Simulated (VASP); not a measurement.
# Cd (Cmcm) in VASP: further runs

Runs on Cd. Level: PBEsol. Tasks: single point.

Program: VASP 6.6.1. These are calculated values, not measurements. Logs are shortened: lines on timing, memory, paths and dates and some standing lists are left out, and cuts for length are marked.

## 1. The cell of the first run

It takes space group Cmcm (No. 63, orthorhombic). The conventional cell has a = 2.979 Å, b = 5.211 Å, c = 5.618 Å, α = 90.00°, β = 90.00°, γ = 90.00°. Cd (site symmetry m2m) has 12 Cd at 2.98 to 3.30 Å within 3.9 Å.

## 2. Single point, PBEsol (strain +0.0100 x Voigt [0, 1, 0, 0, 0, 0])

Input file INCAR:

```
PREC = Accurate
ENCUT = 520
EDIFF = 1E-6
ISMEAR = 0
SIGMA = 0.15
LREAL = F
LASPH = T
NELM = 60
ALGO = Fast
ISIF = 2
LWAVE = F
LCHARG = F
GGA = PS
NBANDS = 19
```

Input file KPOINTS:

```
Automatic mesh
0
Gamma
  18 18 8
```

Input file POSCAR:

```
Cd
1.0
    2.9788725081      0.0000000000      0.0000000000
   -1.4894362540      2.6055770593      0.0000000000
    0.0000000000      0.0000000000      5.6176500000
Cd
2
Direct
    0.3333333333      0.6666666667      0.2500000000
    0.6666666667      0.3333333333      0.7500000000
```

Potentials or basis: VASP PAW PBE potentials, release 64 (Cd).

On the command line:

```bash
cat potpaw_PBE.64/Cd/POTCAR > POTCAR
mpirun -np 1 vasp_std > vasp.out
```

OUTCAR:

```text
PREC = Accurate
   ENCUT = 520
   EDIFF = 1E-6
   ISMEAR = 0
   LREAL = F
   LASPH = T
   NELM = 60
   ISIF = 2
   GGA = PS

 ion  position               nearest neighbor table
   1  0.333  0.667  0.250-   2 3.30   2 3.30   2 3.30   2 3.30   2 3.30   2 3.30
   2  0.667  0.333  0.750-   1 3.30   1 3.30   1 3.30   1 3.30   1 3.30   1 3.30

  LATTYP: Found a base centered orthorhombic cell.
 ALAT       =     2.9788725081
 B/A-ratio  =     1.7493713156
 C/A-ratio  =     1.8858309594

  Lattice vectors:

 A1 = (   1.4894362540,  -2.6055770593,   0.0000000000)
 A2 = (   1.4894362541,   2.6055770593,   0.0000000000)
 A3 = (   0.0000000000,   0.0000000000,   5.6176500000)

Analysis of symmetry for initial positions (statically):
=====================================================================
 Subroutine PRICEL returns:
 Original cell was already a primitive cell.

 Routine SETGRP: Setting up the symmetry group for a
 base centered orthorhombic supercell.

 Subroutine GETGRP returns: Found  8 space group operations
 (whereof  4 operations were pure point group operations)
 out of a pool of  8 trial point group operations.

The static configuration has the point symmetry C_2h.
 The point group associated with its full space group is D_2h.

Analysis of symmetry for dynamics (positions and initial velocities):
=====================================================================
 Subroutine PRICEL returns:
 Original cell was already a primitive cell.

 Routine SETGRP: Setting up the symmetry group for a
 base centered orthorhombic supercell.

 Subroutine GETGRP returns: Found  8 space group operations
 (whereof  4 operations were pure point group operations)
 out of a pool of  8 trial point group operations.

The dynamic configuration has the point symmetry C_2h.
 The point group associated with its full space group is D_2h.

 Subroutine INISYM returns: Found  8 space group operations
 (whereof  4 operations are pure point group operations),
 and found     1 'primitive' translations

----------------------------------------------------------------------------------------

                                     Primitive cell

  volume of cell :      43.6024

  direct lattice vectors                    reciprocal lattice vectors
     2.978872508  0.000000000  0.000000000     0.335697482  0.191896071  0.000000000
    -1.489436254  2.605577059  0.000000000     0.000000000  0.383792142  0.000000000
     0.000000000  0.000000000  5.617650000     0.000000000  0.000000000  0.178010378

  length of vectors
     2.978872508  3.001241771  5.617650000     0.386674154  0.383792142  0.178010378

  position of ions in fractional coordinates (direct lattice)
     0.333333333  0.666666667  0.250000000
     0.666666667  0.333333333  0.750000000

  ion indices of the primitive-cell ions
   primitive index   ion index
                 1           1
                 2           2

----------------------------------------------------------------------------------------

 KPOINTS: Automatic mesh

Automatic generation of k-mesh.
 Grid dimensions read from file:
 generate k-points for:   18   18    8

 Generating k-lattice:

  Cartesian coordinates                     Fractional coordinates (reciprocal lattice)
     0.018649860  0.010660893  0.000000000     0.055555556 -0.000000000  0.000000000
     0.000000000  0.021321786  0.000000000     0.000000000  0.055555556  0.000000000
     0.000000000  0.000000000  0.022251297     0.000000000  0.000000000  0.125000000

  Length of vectors
     0.021481897  0.021321786  0.022251297

  Shift w.r.t. Gamma in fractional coordinates (k-lattice)
     0.000000000  0.000000000  0.000000000

 Subroutine IBZKPT returns following result:
 ===========================================

 Found    455 irreducible k-points:

 Following reciprocal coordinates:
            Coordinates               Weight
  0.000000  0.000000  0.000000      1.000000
  0.055556  0.000000  0.000000      4.000000
  0.111111  0.000000  0.000000      4.000000
  0.166667  0.000000  0.000000      4.000000
  0.222222  0.000000  0.000000      4.000000
  0.277778  0.000000  0.000000      4.000000
[... 16 lines left out ...]
 -0.333333  0.055556  0.000000      4.000000
 -0.277778  0.055556  0.000000      4.000000
 [... further k-points ...]
   k-points           NKPTS =    455   k-points in BZ     NKDIM =    455   number of bands    NBANDS=     19
   number of dos      NEDOS =    301   number of ions     NIONS =      2
   total plane-waves  NPLWV =  24192
   dimension x,y,z NGX =    24 NGY =   24 NGZ =   42
   dimension x,y,z NGXF=    48 NGYF=   48 NGZF=   84
   ions per type =               2
   NGX,Y,Z   is equivalent  to a cutoff of  13.39, 13.29, 12.43 a.u.
   NGXF,Y,Z  is equivalent  to a cutoff of  26.79, 26.59, 24.86 a.u.
 SYSTEM =  unknown system
   PREC   = accura    normal or accurate (medium, high low for compatibility)
   ISTART =      0    job   : 0-new  1-cont  2-samecut
   ICHARG =      2    charge: 1-file 2-atom 10-const
   ISPIN  =      1    spin polarized calculation?
   LNONCOLLINEAR =      F non collinear calculations
   LSORBIT =      F    spin-orbit coupling
   LASPH  =      T    aspherical Exc in radial PAW
   ENCUT  =  520.0 eV  38.22 Ry    6.18 a.u.   5.54  5.58 10.45*2*pi/ulx,y,z
   NELM   =     60;   NELMIN=  2; NELMDL= -5     # of ELM steps
   EDIFF  = 0.1E-05   stopping-criterion for ELM
   LREAL  =      F    real-space projection
   EDIFFG = 0.1E-04   stopping-criterion for IOM
   NSW    =      0    number of steps for IOM
   IBRION =     -1    ionic relax: 0-MD 1-quasi-New 2-CG
   NFREE  =      0    steps in history (QN), initial steepest desc. (CG)
   ISIF   =      2    stress and relaxation
   ISYM   =      2    0-nonsym 1-usesym 2-fastsym
   POTIM  = 0.5000    time-step for ionic-motion
   TEBEG  =    0.0;   TEEND  =   0.0 temperature during run
   PSTRESS=    0.0 pullay stress
   NELECT =      24.0000    total number of electrons
   NUPDOWN=      -1.0000    fix difference up-down
   EMIN   =  10.00;   EMAX   =-10.00  energy-range for DOS
   EFERMI =   0.00;   METHOD = LEGACY
   ISMEAR =     0;   SIGMA  =   0.15  broadening in eV -4-tet -1-fermi 0-gaus
   EFERMI_NEDOS =   21; number of points for ismear=-14 and -15
   IALGO  =     68    algorithm
   IMIX   =      4    mixing-type and parameters
     AMIX     =   0.40;   BMIX     =  1.00
     AMIX_MAG =   1.60;   BMIX_MAG =  1.00
  volume/ion in A,a.u.               =      21.80       147.12
  Fermi-wavevector in a.u.,A,eV,Ry     =   1.341658  2.535365 24.491106  1.800045
  Thomas-Fermi vector in A             =   2.469874
   LORBIT       =      0    0 simple, 1 ext, 2 COOP (PROOUT), +10 PAW based schemes
   GGA     = PS    functional components
   LHFCALC =     F    Hartree Fock is set to
   AEXX    =    0.0000 exact exchange contribution
   IVDW    =     0    specifies the selected vdW correction
   LEPSILON=     F    determine dielectric tensor
   LRPA    =     F    only Hartree local field effects (RPA)
 non-spin polarized calculation
 RMM-DIIS sequential band-by-band and
 Gauss-broadening in eV      SIGMA  =   0.15
  energy-cutoff  :      520.00
  volume of cell :       43.60
 maximum number of plane-waves:      1198
 NGX is ok and might be reduce to    24
   NGX = 11   NGY = 11   NGZ = 21

 number of electron      23.9999993 magnetization

 Free energy of the ion-electron system (eV)
  ---------------------------------------------------
  ext. energy  EPLUGINS =         0.00000000
  ---------------------------------------------------
  free energy    TOTEN  =        -2.39498472 eV

  energy without entropy =       -2.38842838  energy(sigma->0) =       -2.39170655

 E-fermi :   2.8051     XC(G=0): -11.1585

 val. band max:        2.7972976542   @ k =   0.3889   0.2778   0.5000
 cond. band min:       2.8140907285   @ k =   0.3333   0.3333   0.1250
 fundamental gap:      0.0167930743
 Fermi energy:         2.8050574095

 k-point     1 :       0.0000    0.0000    0.0000
  band No.  band energies     occupation
      1      -7.0697      2.00000
      2      -6.7991      2.00000
      3      -6.4712      2.00000
      4      -6.4183      2.00000
      5      -6.4164      2.00000
      6      -6.3658      2.00000
[... 11 lines left out ...]
     18      17.6082      0.00000
     19      18.3191      0.00000

 k-point     2 :       0.0556    0.0000    0.0000
  band No.  band energies     occupation
      1      -7.0369      2.00000
      2      -6.7669      2.00000
      3      -6.4598      2.00000
      4      -6.4119      2.00000
      5      -6.4071      2.00000
      6      -6.3615      2.00000
[... 11 lines left out ...]
     18      17.5936      0.00000
     19      18.6207      0.00000

 k-point     3 :       0.1111    0.0000    0.0000
  band No.  band energies     occupation
      1      -6.9524      2.00000
      2      -6.6980      2.00000
      3      -6.4767      2.00000
      4      -6.4197      2.00000
      5      -6.3424      2.00000
      6      -6.2950      2.00000
[... 11 lines left out ...]
     18      17.4673      0.00000
     19      18.6075      0.00000

 k-point     4 :       0.1667    0.0000    0.0000
  band No.  band energies     occupation
      1      -6.8753      2.00000
      2      -6.6354      2.00000
      3      -6.5315      2.00000
      4      -6.3866      2.00000
      5      -6.2150      2.00000
      6      -6.1723      2.00000
[... 11 lines left out ...]
     18      16.4012      0.00000
     19      16.7548      0.00000

 k-point     5 :       0.2222    0.0000    0.0000
  band No.  band energies     occupation
      1      -6.8911      2.00000
      2      -6.6580      2.00000
      3      -6.4905      2.00000
      4      -6.3218      2.00000
      5      -6.2779      2.00000
      6      -6.0642      2.00000
[... 11 lines left out ...]
     18      15.5575      0.00000
     19      15.8948      0.00000
[... 334 lines left out ...]
      2      -6.9301      2.00000
      3      -6.7991      2.00000
      4      -6.3497      2.00000
      5      -6.2033      2.00000
      6      -6.1441      2.00000
[... 11 lines left out ...]
     18      14.9982      0.00000
     19      15.7387      0.00000

 k-point    22 :      -0.3889    0.0556    0.0000
  band No.  band energies     occupation
      1      -7.0684      2.00000
      2      -6.8650      2.00000
      3      -6.7077      2.00000
      4      -6.3052      2.00000
      5      -6.2173      2.00000
      6      -6.1641      2.00000
[... 11 lines left out ...]
     18      15.4527      0.00000
     19      16.0411      0.00000

 k-point    23 :      -0.3333    0.0556    0.0000
  band No.  band energies     occupation
      1      -6.9835      2.00000
      2      -6.7764      2.00000
      3      -6.5762      2.00000
      4      -6.3210      2.00000
      5      -6.2439      2.00000
      6      -6.1099      2.00000
[... 11 lines left out ...]
     18      16.0867      0.00000
     19      16.4120      0.00000

 k-point    24 :      -0.2778    0.0556    0.0000
  band No.  band energies     occupation
      1      -6.8949      2.00000
      2      -6.6754      2.00000
      3      -6.4492      2.00000
      4      -6.4143      2.00000
      5      -6.2325      2.00000
      6      -6.1731      2.00000
[... 11 lines left out ...]
     18      15.7271      0.00000
     19      16.6323      0.00000

 [... further k-points ...]
[... 5 lines left out ...]
  --------------------------------------------------------------------------------------
  -------------------------------------------------------------------------------------
  Total       -0.4541469     -0.5744285     -0.3676938     -0.0000000     -0.0000000      0.0000000
  in kB      -16.6876990    -21.1074637    -13.5109644     -0.0000000     -0.0000000      0.0000000
  external PRESSURE =     -17.1020424 kB  Pullay stress =       0.0000000 kB

 VOLUME and BASIS-vectors are now :
 -----------------------------------------------------------------------------
  energy-cutoff  :      520.00
  volume of cell :       43.60
      direct lattice vectors                 reciprocal lattice vectors
     2.978872508  0.000000000  0.000000000     0.335697482  0.191896071  0.000000000
    -1.489436254  2.605577059  0.000000000     0.000000000  0.383792142  0.000000000
     0.000000000  0.000000000  5.617650000     0.000000000  0.000000000  0.178010378

 POSITION                                       TOTAL-FORCE (eV/Angst)
 -----------------------------------------------------------------------------------
     -0.00000      1.73705      1.40441        -0.000000     -0.007123      0.000000
      1.48944      0.86853      4.21324         0.000000      0.007123     -0.000000
 -----------------------------------------------------------------------------------
    total drift:                               -0.000000      0.000000     -0.000000

  FREE ENERGIE OF THE ION-ELECTRON SYSTEM (eV)
  ---------------------------------------------------
  free  energy   TOTEN  =        -2.3949847207 eV

  energy  without entropy=       -2.3884283797  energy(sigma->0) =       -2.39170655
```

Run time: 5.2 min. Hardware: 1 thread of Intel Xeon 8259CL, shared host; peak memory 0.4 GiB.

What came out:

```
Free energy            : -2.3950 eV
Pressure               : -1.7 GPa
Largest force          : 0.007 eV/Å
Band gap on the k mesh : zero (bands 12 and 13 overlap by 4.46 eV)
```

Forces on the atoms (eV/Å):
```
Cd   0.000 -0.007  0.000
Cd   0.000  0.007  0.000
```

Stress tensor (GPa, compression positive):
```
-1.67  0.00  0.00
 0.00 -2.11  0.00
 0.00  0.00 -1.35
```

Caveat: the cell differs from its parent crystal (strain +0.0100 x Voigt [0, 1, 0, 0, 0, 0]); the PAW data sets were made with another functional, which shifts forces and pressure a little.

## 3. Single point, PBEsol (strain +0.0150 x Voigt [0, 1, 0, 0, 0, 0])

Input file INCAR:

```
SYSTEM = Cd
PREC     = Accurate       ! precision mode
ENCUT    = 520            ! plane-wave cutoff, eV
EDIFF    = 1E-6           ! SCF threshold, eV
ISMEAR   = 0              ! smearing method
SIGMA    = 0.15           ! smearing width, eV
LREAL    = .FALSE.        ! projectors in reciprocal space
LASPH    = .TRUE.         ! aspherical terms in the spheres
NELM     = 100            ! most SCF steps
ALGO     = Fast           ! electronic algorithm
ISIF     = 2              ! what is computed and relaxed
LWAVE    = .FALSE.        ! write WAVECAR
LCHARG   = .FALSE.        ! write CHGCAR
GGA      = PS             ! functional
NBANDS   = 19             ! bands
```

Input file KPOINTS:

```
Automatic mesh
0
G
  18 18 8
  0 0 0
```

Input file POSCAR:

```
Cd
1.0
    2.9788725081      0.0000000000      0.0000000000
   -1.4894362540      2.6184759556      0.0000000000
    0.0000000000      0.0000000000      5.6176500000
Cd
2
Direct
    0.3333333333      0.6666666667      0.2500000000
    0.6666666667      0.3333333333      0.7500000000
```

Potentials or basis: VASP PAW PBE potentials, release 64 (Cd).

On the command line:

```bash
cat potpaw_PBE.64/Cd/POTCAR > POTCAR
mpirun -np 1 vasp_std > vasp.out
```

Wall time 4.7 min (1 thread of Intel Xeon 8259CL, shared host); peak memory 0.4 GiB.

The run converged. Its results:

| Quantity | Value |
| --- | --- |
| Free energy | -2.3919 eV |
| Pressure | -2.0 GPa |
| Largest force | 0.011 eV/Å |
| Band gap on the k mesh | zero (bands 12 and 13 overlap by 4.40 eV) |

Forces on the atoms (eV/Å):
```
Cd   0.000 -0.011  0.000
Cd   0.000  0.011  0.000
```

Stress tensor (GPa, compression positive):
```
-1.85  0.00  0.00
 0.00 -2.45  0.00
 0.00  0.00 -1.59
```

Levels at points of the mesh, in eV from the Fermi level:
```csv
k point,band 8,band 9,band 10,band 11,band 12,band 13,band 14,band 15,band 16,band 17
"(0.00, 0.00, 0.00)",-8.74,-8.72,-8.48,-8.47,-3.06,-3.05,10.57,14.04,14.51,14.64
"(0.50, 0.00, 0.00)",-8.51,-8.22,-8.20,-2.39,-1.92,1.93,2.97,3.08,5.17,7.99
"(0.00, 0.50, 0.00)",-8.49,-8.24,-8.21,-2.50,-2.08,1.80,2.82,2.91,5.05,8.38
"(0.00, 0.00, 0.50)",-8.59,-8.58,-8.58,-7.38,-7.38,3.69,3.69,14.50,14.50,15.32
"(0.50, 0.00, 0.50)",-8.48,-8.21,-8.21,-1.58,-1.58,-0.01,-0.01,8.03,8.03,9.61
"(0.00, 0.50, 0.50)",-8.48,-8.22,-8.22,-1.68,-1.68,-0.20,-0.20,7.91,7.91,10.01
```

Caveat: the cell differs from its parent crystal (strain +0.0150 x Voigt [0, 1, 0, 0, 0, 0]); the PAW data sets were made with another functional, which shifts forces and pressure a little.
